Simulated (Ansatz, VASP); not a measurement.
MgCd3Se4 in VASP and in Ansatz

```
CELL_PARAMETERS angstrom
4.03854 0.00000 0.00000
0.00000 4.03854 0.00000
0.00000 0.00000 11.32505
ATOMIC_POSITIONS crystal
Mg 0.00000 0.00000 0.50000
Cd 0.00000 0.00000 0.00000
Cd 0.50000 0.50000 0.25116
Cd 0.50000 0.50000 0.74884
Se 0.00000 0.00000 0.25496
Se 0.50000 0.50000 0.50000
Se 0.00000 0.00000 0.74504
Se 0.50000 0.50000 0.00000
```

Alike in both runs: functional PBE; k mesh 4 × 4 × 2; occupations gaussian, width 0.1 eV; no spin polarisation.

Ansatz relaxed the structure, and its values are those at the end. VASP's run is a single point on that final structure, the one shown.

```csv
,VASP,Ansatz
version,VASP 6.6.1,Ansatz 0.2.0
potentials or method,"VASP PAW PBE potentials, release 64 (Mg, Cd, Se), cutoff 520 eV","scalar-relativistic, plane waves, PAW"
valence electrons in the cell,62,134
```

```csv
,VASP,Ansatz,Ansatz less VASP
gap on the k mesh at the Fermi level (eV),none,none,-
pressure (GPa),0.2,0.0,-0.24
rms of the force components (eV/Å),0.008,0.003,-0.0046
```

A gap of «none» marks a metal or a gap that the smearing closes. With one functional, cell and mesh, what is left measures potentials, basis and numerics. VASP's potentials hold 62 valence electrons a cell and Ansatz's 134, so a difference there can come from the potentials and not from the codes.

The k mesh is coarse, so the values compare programs but aren't converged.
